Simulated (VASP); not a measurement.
# GaSb3: single point with PBE+D3(BJ)

The system is GaSb3.

```
Ga Sb
1.0
     0.00000    3.64789    3.64789
     3.64789    0.00000    3.64789
     3.64789    3.64789    0.00000
Ga Sb
1 3
Direct
  0.00456 0.99544 0.99544
  0.25000 0.25000 0.25000
  0.75000 0.75000 0.75000
  0.50000 0.50000 0.50000
```

This cell differs from its parent crystal: atom 1 (Ga) moved -0.033 Å along Cartesian [1 0 0].

```
Program                : VASP 6.6.1
Task                   : single point
Functional             : PBE
Dispersion             : D3(BJ)
Potentials or basis    : VASP PAW PBE potentials, release 64 (Ga_d, Sb)
Cutoff                 : 520 eV
k mesh                 : 12 × 12 × 12
Occupations            : gaussian, width 0.15 eV
Spin                   : no spin polarisation
Dipole correction      : no
Further INCAR settings : ALGO = Normal; EDIFF = 1e-07; NBANDS = 22
```

| Property | Result |
| --- | --- |
| Pressure | 0.3 GPa |
| Largest force | 0.059 eV/Å |
| Band gap on the k mesh | zero (bands 14 and 15 overlap by 4.13 eV) |
| Dispersion energy per atom | -0.479 eV |

Forces on the atoms (eV/Å):
```
Ga   0.059  0.000  0.000
Sb  -0.011  0.000  0.000
Sb  -0.011  0.000  0.000
Sb  -0.038  0.000  0.000
```

Levels at points of the mesh, in eV from the Fermi level:
```
           k point  band 11  band 12  band 13  band 14  band 15  band 16  band 17  band 18
(0.00, 0.00, 0.00)    -2.75    -2.74    -2.56    -2.56    -2.56    -0.78    -0.78    -0.78
(0.50, 0.00, 0.00)    -3.78    -2.81    -2.81    -0.21     0.14     2.19     2.19     3.04
(0.50, 0.50, 0.00)    -5.52     0.90     1.17     1.17     1.26     2.02     2.02     2.27
(0.00, 0.50, 0.50)    -5.52     0.89     1.17     1.17     1.26     2.02     2.02     2.27
```

It took 8 min on 1 thread of Intel Xeon 8259CL (shared host), peak memory 0.49 GiB.

Caveat: the cell differs from its parent crystal (atom 1 (Ga) moved -0.033 Å along Cartesian [1 0 0]); spin-orbit coupling is left out, which moves the levels of the heavy elements.
